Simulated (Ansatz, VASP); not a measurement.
**Two plane-wave programs on Pt**

```
Pt
1.0
     0.00000    1.95903    2.00801
     1.95903    0.00000    2.00801
     1.95903    1.95903    0.00000
Pt
1
Cartesian
  0.0000 0.0000 0.0000
```

Change from the starting cell: strain +0.000 along x and y, +0.025 along z, atoms carried along.

Alike in both runs: task single point; functional PBEsol; k mesh 26 × 26 × 26; occupations gaussian, width 0.15 eV; no spin polarisation.

```csv
,VASP,Ansatz
version,VASP 6.6.1,Ansatz 0.2.0
potentials or method,"VASP PAW PBE potentials, release 64 (Pt), cutoff 520 eV","scalar-relativistic, plane waves, PAW"
valence electrons in the cell,10,18
```

Ansatz gave:

| Property | Result |
| --- | --- |
| gap on the k mesh at the Fermi level (eV) | none |
| pressure (GPa) | -6.5 |
| traceless stress, the component that is largest in VASP (GPa) | -1.73 |

Question: What did VASP give for the same quantities?

Answer: gap on the k mesh at the Fermi level (eV): none; pressure (GPa): -6.9; traceless stress, the component that is largest in VASP (GPa): -1.72.

VASP's potentials were made for PBE, not for PBEsol. A gap of «none» marks a metal or a gap that the smearing closes. The functional is the same, so the differences come from potentials, cutoffs and numerics. VASP's potentials hold 10 valence electrons a cell and Ansatz's 18, so a difference there can come from the potentials and not from the codes.

Neither program's run includes spin-orbit coupling.
